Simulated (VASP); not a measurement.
# Ga2As2CO in VASP: relaxation of the atoms with LDA

Aim: the relaxation of the atoms of Ga2As2CO with LDA.

All numbers are computed with VASP 6.6.1; they aren't measurements. Logs are shortened: lines on timing, memory, paths and dates and some standing lists are left out, and cuts for length are marked.

## (1) The cell of the first run

The cell holds a slab with vacuum, 6 atoms: a = 3.962 Å, b = 3.962 Å, c = 20.911 Å, α = 90.00°, β = 90.00°, γ = 90.00°.

## (2) Relaxation of the atoms, LDA

Contents of INCAR:

```
SYSTEM = Ga2As2CO
  PREC = Accurate
  ENCUT = 520
  EDIFF = 1E-7
  ISMEAR = 0
  SIGMA = 0.05
  LREAL = .FALSE.
  LASPH = .TRUE.
  NELM = 120
  ALGO = Normal
  ISIF = 2
  LWAVE = .FALSE.
  LCHARG = .FALSE.
  LDIPOL = .TRUE.
  IDIPOL = 3
  DIPOL = 0.5 0.5 0.342
  GGA = CA
  IBRION = 2
  NSW = 36
  EDIFFG = -0.025
  GGA_COMPAT = .FALSE.
  NELMIN = 4
  NELMDL = -8
  KPAR = 4
```

Contents of KPOINTS:

```
regular mesh
0
G
  7 7 1
  0 0 0
```

Contents of POSCAR:

```
Ga2As2CO
1.0
    3.9617670078      0.0000000000      0.0000000000
    0.0000000000      3.9617670078      0.0000000000
    0.0000000000      0.0000000000     20.9111875407
As Ga C O
2 2 1 1
Selective dynamics
Direct
    0.0000000000      0.5000000000      0.1912851670  F F F
    0.5000000000      0.0000000000      0.3303829671  F F F
    0.5000000000      0.5000000000      0.2582682666  F F F
    0.0000000000      0.0000000000      0.3950606595  F F F
    0.0000000000      0.5000000000      0.4108581060  F F T
    0.0000000000      0.5000000000      0.4658525915  F F T
```

Potentials or basis: VASP PAW LDA potentials, release 64 (As, Ga_d, C, O).

Started as:

```bash
$ cat potpaw_LDA.64/As/POTCAR potpaw_LDA.64/Ga_d/POTCAR potpaw_LDA.64/C/POTCAR potpaw_LDA.64/O/POTCAR > POTCAR
$ mpirun -np 4 vasp_std > vasp.out
```

OUTCAR:

```text
SYSTEM = Ga2As2CO
   PREC = Accurate
   ENCUT = 520
   EDIFF = 1E-7
   ISMEAR = 0
   LREAL = .FALSE.
   LASPH = .TRUE.
   NELM = 120
   ISIF = 2
   GGA = CA
   IBRION = 2
   NSW = 36
   EDIFFG = -0.025
   NELMIN = 4
   NELMDL = -8

 ion  position               nearest neighbor table
   1  0.000  0.500  0.191-   3 2.43   3 2.43
   2  0.500  0.000  0.330-   4 2.40   4 2.40   3 2.49   3 2.49
   3  0.500  0.500  0.258-   1 2.43   1 2.43   2 2.49   2 2.49
   4  0.000  0.000  0.395-   5 2.01   5 2.01   2 2.40   2 2.40
   5  0.000  0.500  0.411-   6 1.15   4 2.01   4 2.01
   6  0.000  0.500  0.466-   5 1.15

  LATTYP: Found a simple tetragonal cell.
 ALAT       =     3.9617670078
 C/A-ratio  =     5.2782476858

  Lattice vectors:

 A1 = (   3.9617670078,   0.0000000000,   0.0000000000)
 A2 = (   0.0000000000,   3.9617670078,   0.0000000000)
 A3 = (   0.0000000000,   0.0000000000,  20.9111875407)

Analysis of symmetry for initial positions (statically):
=====================================================================
 Subroutine PRICEL returns:
 Original cell was already a primitive cell.

 Routine SETGRP: Setting up the symmetry group for a
 simple tetragonal supercell.

 Subroutine GETGRP returns: Found  4 space group operations
 (whereof  4 operations were pure point group operations)
 out of a pool of 16 trial point group operations.

The static configuration has the point symmetry C_2v.

Analysis of symmetry for dynamics (positions and initial velocities):
=====================================================================
 Subroutine PRICEL returns:
 Original cell was already a primitive cell.

 Routine SETGRP: Setting up the symmetry group for a
 simple tetragonal supercell.

 Subroutine GETGRP returns: Found  4 space group operations
 (whereof  4 operations were pure point group operations)
 out of a pool of 16 trial point group operations.

The dynamic configuration has the point symmetry C_2v.

Analysis of constrained symmetry for selective dynamics:
=====================================================================
 Subroutine PRICEL returns:
 Original cell was already a primitive cell.

 Routine SETGRP: Setting up the symmetry group for a
 simple tetragonal supercell.

 Subroutine GETGRP returns: Found  4 space group operations
 (whereof  4 operations were pure point group operations)
 out of a pool of 16 trial point group operations.

The constrained configuration has the point symmetry C_2v.

 Subroutine INISYM returns: Found  4 space group operations
 (whereof  4 operations are pure point group operations),
 and found     1 'primitive' translations

----------------------------------------------------------------------------------------

                                     Primitive cell

  volume of cell :     328.2136

  direct lattice vectors                    reciprocal lattice vectors
     3.961767008  0.000000000  0.000000000     0.252412622  0.000000000  0.000000000
     0.000000000  3.961767008  0.000000000     0.000000000  0.252412622  0.000000000
     0.000000000  0.000000000 20.911187541     0.000000000  0.000000000  0.047821292

  length of vectors
     3.961767008  3.961767008 20.911187541     0.252412622  0.252412622  0.047821292

  position of ions in fractional coordinates (direct lattice)
     0.000000000  0.500000000  0.191285167
     0.500000000  0.000000000  0.330382967
     0.500000000  0.500000000  0.258268267
     0.000000000  0.000000000  0.395060659
     0.000000000  0.500000000  0.410858106
     0.000000000  0.500000000  0.465852592

  ion indices of the primitive-cell ions
   primitive index   ion index
                 1           1
                 2           2
                 3           3
                 4           4
                 5           5
                 6           6

----------------------------------------------------------------------------------------

 KPOINTS: regular mesh

Automatic generation of k-mesh.
 Grid dimensions read from file:
 generate k-points for:    7    7    1

 Generating k-lattice:

  Cartesian coordinates                     Fractional coordinates (reciprocal lattice)
     0.036058946  0.000000000  0.000000000     0.142857143  0.000000000  0.000000000
     0.000000000  0.036058946  0.000000000     0.000000000  0.142857143  0.000000000
     0.000000000  0.000000000  0.047821292     0.000000000  0.000000000  1.000000000

  Length of vectors
     0.036058946  0.036058946  0.047821292

  Shift w.r.t. Gamma in fractional coordinates (k-lattice)
     0.000000000  0.000000000  0.000000000

 Subroutine IBZKPT returns following result:
 ===========================================

 Found     16 irreducible k-points:

 Following reciprocal coordinates:
            Coordinates               Weight
  0.000000  0.000000  0.000000      1.000000
  0.142857  0.000000  0.000000      2.000000
  0.000000  0.142857  0.000000      2.000000
  0.285714  0.000000  0.000000      2.000000
  0.000000  0.285714  0.000000      2.000000
  0.428571  0.000000  0.000000      2.000000
[... 8 lines left out ...]
 -0.285714  0.428571  0.000000      4.000000
  0.428571  0.428571  0.000000      4.000000
   k-points           NKPTS =     16   k-points in BZ     NKDIM =     16   number of bands    NBANDS=     27
   number of dos      NEDOS =    301   number of ions     NIONS =      6
   total plane-waves  NPLWV = 144000
   dimension x,y,z NGX =    30 NGY =   30 NGZ =  160
   dimension x,y,z NGXF=    60 NGYF=   60 NGZF=  320
   ions per type =               2   2   1   1
   NGX,Y,Z   is equivalent  to a cutoff of  12.59, 12.59, 12.72 a.u.
   NGXF,Y,Z  is equivalent  to a cutoff of  25.18, 25.18, 25.44 a.u.
 SYSTEM =  Ga2As2CO
   PREC   = accura    normal or accurate (medium, high low for compatibility)
   ISTART =      0    job   : 0-new  1-cont  2-samecut
   ICHARG =      2    charge: 1-file 2-atom 10-const
   ISPIN  =      1    spin polarized calculation?
   LNONCOLLINEAR =      F non collinear calculations
   LSORBIT =      F    spin-orbit coupling
   LASPH  =      T    aspherical Exc in radial PAW
   ENCUT  =  520.0 eV  38.22 Ry    6.18 a.u.   7.37  7.37 38.88*2*pi/ulx,y,z
   NELM   =    120;   NELMIN=  4; NELMDL= -8     # of ELM steps
   EDIFF  = 0.1E-06   stopping-criterion for ELM
   LREAL  =      F    real-space projection
   EDIFFG = -.3E-01   stopping-criterion for IOM
   NSW    =     36    number of steps for IOM
   IBRION =      2    ionic relax: 0-MD 1-quasi-New 2-CG
   NFREE  =      1    steps in history (QN), initial steepest desc. (CG)
   ISIF   =      2    stress and relaxation
   ISYM   =      2    0-nonsym 1-usesym 2-fastsym
   POTIM  = 0.5000    time-step for ionic-motion
   TEBEG  =    0.0;   TEEND  =   0.0 temperature during run
   PSTRESS=    0.0 pullay stress
   NELECT =      46.0000    total number of electrons
   NUPDOWN=      -1.0000    fix difference up-down
   EMIN   =  10.00;   EMAX   =-10.00  energy-range for DOS
   EFERMI =   0.00;   METHOD = LEGACY
   ISMEAR =     0;   SIGMA  =   0.05  broadening in eV -4-tet -1-fermi 0-gaus
   EFERMI_NEDOS =   21; number of points for ismear=-14 and -15
   IALGO  =     38    algorithm
   IMIX   =      4    mixing-type and parameters
     AMIX     =   0.40;   BMIX     =  1.00
     AMIX_MAG =   1.60;   BMIX_MAG =  1.00
  volume/ion in A,a.u.               =      54.70       369.15
  Fermi-wavevector in a.u.,A,eV,Ry     =   0.850371  1.606969  9.838799  0.723131
  Thomas-Fermi vector in A             =   1.966338
   LORBIT       =      0    0 simple, 1 ext, 2 COOP (PROOUT), +10 PAW based schemes
   GGA     = CA    functional components
   LHFCALC =     F    Hartree Fock is set to
   AEXX    =    0.0000 exact exchange contribution
   IVDW    =     0    specifies the selected vdW correction
   LEPSILON=     F    determine dielectric tensor
   LRPA    =     F    only Hartree local field effects (RPA)
 conjugate gradient relaxation of ions
 non-spin polarized calculation
 Gauss-broadening in eV      SIGMA  =   0.05
  energy-cutoff  :      520.00
  volume of cell :      328.21
 maximum number of plane-waves:      8899
 NGX is ok and might be reduce to    30
   NGX = 15   NGY = 15   NGZ = 77

--------------------------------------- Ionic step        1  -------------------------------------------

 number of electron      45.9999982 magnetization

 Free energy of the ion-electron system (eV)
  ---------------------------------------------------
  ext. energy  EPLUGINS =         0.00000000
  ---------------------------------------------------
  free energy    TOTEN  =       -31.31979709 eV

  energy without entropy =      -31.31377196  energy(sigma->0) =      -31.31678453

------------------------ aborting loop because EDIFF is reached ----------------------------------------

  FORCE on cell =-STRESS in cart. coord.  units (eV):
  Direction    XX          YY          ZZ          XY          YZ          ZX
  --------------------------------------------------------------------------------------
  -------------------------------------------------------------------------------------
  Total        0.3177935      2.4950100      8.1160678      0.0000000      0.0000000      0.0000000
  in kB        1.5513117     12.1794118     39.6186514      0.0000000      0.0000000      0.0000000
  external PRESSURE =      17.7831249 kB  Pullay stress =       0.0000000 kB
[... 101 lines left out ...]
  FREE ENERGIE OF THE ION-ELECTRON SYSTEM (eV)
  ---------------------------------------------------
  free  energy   TOTEN  =       -30.9328806171 eV

  energy  without entropy=      -30.9271004372  energy(sigma->0) =      -30.92999053

 dipolmoment           0.000000      0.000000      0.000830 electrons x Angstroem

[... ionic steps 4 to 13 ...]

--------------------------------------- Ionic step       14  -------------------------------------------

 number of electron      45.9999982 magnetization

------------------------ aborting loop because EDIFF is reached ----------------------------------------
[... 75 lines left out ...]
--------------------------------------- Ionic step       16  -------------------------------------------

 number of electron      45.9999982 magnetization

 dipolmoment           0.000000      0.000000     -0.025017 electrons x Angstroem

 Free energy of the ion-electron system (eV)
  ---------------------------------------------------
  ext. energy  EPLUGINS =         0.00000000
  ---------------------------------------------------
  free energy    TOTEN  =       -32.86853270 eV

  energy without entropy =      -32.86321571  energy(sigma->0) =      -32.86587420

 E-fermi :  -2.6361     XC(G=0):  -4.1559

 val. band max:       -2.6501237760   @ k =   0.2857   0.1429   0.0000
 cond. band min:      -2.5444489002   @ k =  -0.1429   0.4286   0.0000
 fundamental gap:      0.1056748759
 Fermi energy:        -2.6360630170

 k-point     1 :       0.0000    0.0000    0.0000
  band No.  band energies     occupation
      1     -26.0841      2.00000
      2     -17.5920      2.00000
      3     -17.5224      2.00000
      4     -17.5219      2.00000
      5     -17.4874      2.00000
      6     -17.4356      2.00000
[... 469 lines left out ...]
     26       0.4772      0.00000
     27       0.6459      0.00000

------------------------ aborting loop because EDIFF is reached ----------------------------------------

 vacuum level on the upper side and lower side of the slab       (xc-potential included)        -0.147         0.134

  FORCE on cell =-STRESS in cart. coord.  units (eV):
  Direction    XX          YY          ZZ          XY          YZ          ZX
  --------------------------------------------------------------------------------------
  -------------------------------------------------------------------------------------
  Total       -0.7768694     -5.4635988     -0.8066799      0.0000000      0.0000000      0.0000000
  in kB       -3.7922942    -26.6706022     -3.9378146      0.0000000      0.0000000      0.0000000
  external PRESSURE =     -11.4669037 kB  Pullay stress =       0.0000000 kB
[... 21 lines left out ...]
  FREE ENERGIE OF THE ION-ELECTRON SYSTEM (eV)
  ---------------------------------------------------
  free  energy   TOTEN  =       -32.8685326953 eV

  energy  without entropy=      -32.8632157102  energy(sigma->0) =      -32.86587420

 reached required accuracy - stopping structural energy minimisation

 vacuum level on the upper side and lower side of the slab         3.009         3.298
```

It took 9.3 min on 4 MPI ranks of Intel Xeon Platinum 8488C (Sapphire Rapids), shared host; peak memory 0.42 GiB.

Results:

```yaml
Free_energy: -32.8685 eV
Energy_gained_by_relaxing: 258.1 meV/atom
Ionic_steps: 16
Band_gap_on_the_k_mesh: zero (bands 23 and 24 overlap by 1.04 eV)
```

Step by step:
```
step  energy change (eV)  largest force on free atoms (eV/Å)  pressure (GPa)
   1              0.0000                              6.8402            1.78
   2              2.5129                              7.8146           -2.50
   3              0.3869                              7.3559           -1.38
   4             -0.1300                              3.9923           -0.17
   5             -0.1754                              2.3741            0.29
   6             -0.1779                              1.8126            0.44
   7             -0.3587                              2.0180            0.32
   8             -0.7909                              1.9545           -0.10
   9             -1.4084                              1.3253           -0.85
  10             -1.3598                              1.0283           -1.29
  11             -1.5263                              0.2320           -1.30
  12             -1.5469                              0.3898           -1.20
  13             -1.5483                              0.2940           -1.23
  14             -1.5482                              0.3201           -1.21
  15             -1.1938                              9.9072            0.77
  16             -1.5487                              0.0233           -1.15
```

Final structure:
```
As Ga C O
1.0
     3.96177    0.00000    0.00000
     0.00000    3.96177    0.00000
     0.00000    0.00000   20.91119
As Ga C O
2 2 1 1
Direct
  0.00000 0.50000 0.19129
  0.50000 0.00000 0.33038
  0.50000 0.50000 0.25827
  0.00000 0.00000 0.39506
  0.00000 0.50000 0.44839
  0.00000 0.50000 0.50444
```

Levels at points of the mesh, in eV from the Fermi level:
```csv
k point,band 20,band 21,band 22,band 23,band 24,band 25,band 26,band 27
"(0.00, 0.00, 0.00)",-1.61,-0.86,-0.34,0.41,1.41,1.69,2.01,2.16
```

The gap in the log of VASP goes by the Fermi energy; the results here count the filled bands.